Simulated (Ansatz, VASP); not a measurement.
# Li: VASP beside Ansatz

```
Li
1.0
    -1.71615    1.71615    1.71615
     1.71615   -1.71615    1.71615
     1.71615    1.71615   -1.71615
Li
1
Cartesian
  0.0000 0.0000 0.0000
```

Alike in both runs: functional PBEsol; k mesh 14 × 14 × 14; occupations fermi-dirac, width 0.1 eV; no spin polarisation.

Ansatz relaxed the structure, and its values are those at the end. VASP's run is a single point on that final structure, the one shown.

```csv
,VASP,Ansatz
version,VASP 6.6.1,Ansatz 0.2.0
potentials or method,"VASP PAW PBE potentials, release 64 (Li_sv)","PAW with Ansatz's default frozen-core files, scalar-relativistic"
plane-wave cutoff (eV),750,420
valence electrons in the cell,3,3
```

Ansatz gave:

* pressure (GPa): 0.0

Q: Estimate VASP's values.

A: Pressure (GPa): -0.1.

VASP's potentials were made for PBE, not for PBEsol. The functional is the same, so the differences come from potentials, cutoffs and numerics.
